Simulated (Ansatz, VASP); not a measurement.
## Two plane-wave programs on CsPbBr3

Contents of INCAR:

```
SYSTEM = CsPbBr3
ALGO = Normal ; EDIFF = 1E-6
ENCUT = 520 ; GGA = PS
ISIF = 2 ; ISMEAR = 0
LASPH = .TRUE. ; LCHARG = .FALSE.
LREAL = .FALSE. ; LWAVE = .FALSE.
NBANDS = 30 ; NELM = 100
PREC = Accurate ; SIGMA = 0.05
```

File KPOINTS:

```
k-points
0
G
  6 6 6
  0 0 0
```

POSCAR

```
CsPbBr3
1.0
    5.5765000000      0.0000000000      0.0000000000
    0.0000000000      5.5765000000      0.0000000000
    0.0000000000      0.0000000000      6.0167500000
Cs Pb Br
1 1 3
Direct
    0.0000000000      0.0000000000      0.0000000000
    0.5000000000      0.5000000000      0.5000000000
    0.0000000000      0.5000000000      0.5000000000
    0.5000000000      0.0000000000      0.5000000000
    0.5000000000      0.5000000000      0.0000000000
```

Input for Ansatz:

```yaml
crystal:
  lattice:
    - [5.5765, 0.0, 0.0]
    - [0.0, 5.5765, 0.0]
    - [0.0, 0.0, 6.01675]
  atoms:
    - { symbol: Cs, position: [0.0, 0.0, 0.0] }
    - { symbol: Pb, position: [0.5, 0.5, 0.5] }
    - { symbol: Br, position: [0.0, 0.5, 0.5] }
    - { symbol: Br, position: [0.5, 0.0, 0.5] }
    - { symbol: Br, position: [0.5, 0.5, 0.0] }
basis:
  ecutwfc: 420
kpoints:
  mp_grid: { grid: [6, 6, 6] }
hamiltonian:
  xc: pbesol
scf:
  occupations: { method: gaussian, width: 0.05 }
output:
  forces: true
  stress: true
  eigenvalues: true
```

Change from the starting cell: strain -0.050 along x and y, +0.025 along z, atoms carried along.

Alike in both runs: task single point; functional PBEsol; k mesh 6 × 6 × 6; occupations gaussian, width 0.05 eV; no spin polarisation.

```csv
,VASP,Ansatz
version,VASP 6.6.1,Ansatz 0.2.0
potentials or method,"VASP PAW PBE potentials, release 64 (Cs_sv, Pb_d, Br), cutoff 520 eV","scalar-relativistic, plane waves, PAW"
valence electrons in the cell,44,44
```

Ansatz gave:

- gap on the k mesh at the Fermi level (eV): 0.60
- least direct gap on the mesh (eV): 0.60
- pressure (GPa): 2.4
- traceless stress, the component that is largest in VASP (GPa): -2.93

Task: Which values does VASP return?

Result: gap on the k mesh at the Fermi level (eV): 0.60; least direct gap on the mesh (eV): 0.60; pressure (GPa): 2.4; traceless stress, the component that is largest in VASP (GPa): -2.94.

VASP's potentials were made for PBE, not for PBEsol.

Neither program's run includes spin-orbit coupling.
